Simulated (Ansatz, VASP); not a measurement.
## Pt: VASP beside Ansatz

```
Pt
1.0
     0.03671    1.95790    1.95790
     1.95790    0.03671    1.95790
     1.99461    1.99461    0.00000
Pt
1
Direct
  0.00000 0.00000 0.00000
```

Change from the starting cell: strain +0.0375 x Voigt [0, 0, 0, 0, 0, 1], atoms carried along.

Alike in both runs: task single point; functional PBE; k mesh 20 × 20 × 20; occupations gaussian, width 0.15 eV; no spin polarisation.

|  | VASP | Ansatz |
| --- | --- | --- |
| version | VASP 6.6.1 | Ansatz 0.2.0 |
| potentials or method | VASP PAW PBE potentials, release 64 (Pt), cutoff 520 eV | scalar-relativistic, plane waves, PAW |
| valence electrons in the cell | 10 | 18 |

|  | VASP | Ansatz | Ansatz less VASP |
| --- | --- | --- | --- |
| gap on the k mesh at the Fermi level (eV) | none | none | - |
| pressure (GPa) | 11.4 | 12.0 | +0.55 |
| traceless stress, the component that is largest in VASP (GPa) | -3.35 | -3.34 | +0.010 |

A gap of «none» marks a metal or a gap that the smearing closes. The functional is the same, so the differences come from potentials, cutoffs and numerics. VASP's potentials hold 10 valence electrons a cell and Ansatz's 18, so a difference there can come from the potentials and not from the codes.

Spin-orbit coupling is off throughout.
